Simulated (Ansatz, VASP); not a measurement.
# One calculation of CoO, two programs

```
Co O
1.0
     1.58057    0.91254    2.53178
    -1.58057    0.91254    2.53178
     0.00000   -1.82508    2.53178
Co O
1 1
Cartesian
  0.0000 0.0000 7.5876
  0.0000 0.0000 5.7043
```

Change from the starting cell: volume scaled by 0.96.

Alike in both runs: task single point; functional LDA; k mesh 10 × 10 × 10; occupations fermi-dirac, width 0.05 eV; collinear spin.

```csv
,VASP,Ansatz
version,VASP 6.6.1,Ansatz 0.2.0
potentials or method,"VASP PAW LDA potentials, release 64 (Co, O), cutoff 520 eV","all-electron LAPW, scalar-relativistic"
```

```tsv
	VASP	Ansatz	Ansatz less VASP
gap on the k mesh at the Fermi level (eV)	none	none	-
pressure (GPa)	-17.1	-13.2	+3.83
traceless stress, the component that is largest in VASP (GPa)	2.90	3.29	+0.390
rms of the force components (eV/Å)	0.144	0.141	-0.0028
net moment per atom (μB)	0.92	1.16	+0.239
size of the moment on the site where the two differ most (μB)	1.62	1.98	+0.365
```

The net moments are unlike, so the other rows may belong to different states. LDA's correlation is that of Perdew and Zunger in VASP and of Perdew and Wang (1992) in Ansatz. Site moments also hang on the region over which each program counts them. Atom by atom the forces differ by 0.003 eV/Å (rms over components). A gap of «none» marks a metal or a gap that the smearing closes. Ansatz ran all-electron here, and VASP with PAW potentials.
